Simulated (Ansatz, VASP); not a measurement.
**One calculation of Li2B, two programs**

INCAR

```
ALGO = Fast ; EDIFF = 1E-6
EDIFFG = -0.01 ; ENCUT = 600
GGA = PE ; IBRION = 2
ISIF = 3 ; ISMEAR = 0
LASPH = T ; LCHARG = F
LREAL = F ; LWAVE = F
NELM = 100 ; NSW = 100
PREC = Accurate ; SIGMA = 0.1
```

The input KPOINTS:

```
k-points
0
Gamma
  24 24 8
```

File POSCAR:

```
Li2B
1.0
    2.5727875030      0.0000000000      0.0000000000
   -1.2863937515      2.2280993362      0.0000000000
    0.0000000000      0.0000000000      6.1990991586
Li B
2 1
Direct
    0.6666666667      0.3333333333      0.7197432748
    0.6666666667      0.3333333333      0.2802567252
    0.3333333333      0.6666666667      0.0000000000
```

Input for Ansatz:

```yaml
crystal:
  lattice:
    - [2.572787503, 0.0, 0.0]
    - [-1.2863937515, 2.2280993362, 0.0]
    - [0.0, 0.0, 6.1990991586]
  atoms:
    - { symbol: Li, position: [0.6666666667, 0.3333333333, 0.7197432748] }
    - { symbol: Li, position: [0.6666666667, 0.3333333333, 0.2802567252] }
    - { symbol: B, position: [0.3333333333, 0.6666666667, 0.0] }
basis:
  ecutwfc: 420
kpoints:
  mp_grid: { grid: [24, 24, 8] }
hamiltonian:
  xc: pbe
scf:
  occupations: { method: gaussian, width: 0.1 }
output:
  forces: true
  stress: true
  eigenvalues: true
relax:
  adjacent_minimum: "off"
  f_tol: 0.01
  max_steps: 80
  cell: { stress_tol: 0.05 }
```

Change from the starting cell: species swapped into the WS2 type (P-6m2, No. 187).

Alike in both runs: task relaxation of cell and atoms; functional PBE; k mesh 24 × 24 × 8; occupations gaussian, width 0.1 eV; no spin polarisation.

|  | VASP | Ansatz |
| --- | --- | --- |
| version | VASP 6.6.1 | Ansatz 0.2.0 |
| potentials or method | VASP PAW PBE potentials, release 64 (Li_sv, B), cutoff 600 eV | scalar-relativistic, plane waves, PAW |
| valence electrons in the cell | 9 | 9 |

|  | VASP | Ansatz | Ansatz less VASP |
| --- | --- | --- | --- |
| gap on the k mesh at the Fermi level, each at its own relaxed structure (eV) | none | none | - |
| relaxed volume (Å³/atom) | 11.32 | 11.40 | +0.074 |
| relaxed cell length with the largest relative difference (Å) | 2.493 | 2.500 | +0.0069 |

A gap of «none» marks a metal or a gap that the smearing closes.

Noted on VASP's run: the cutoff is short for stress, so the pressure is rough.
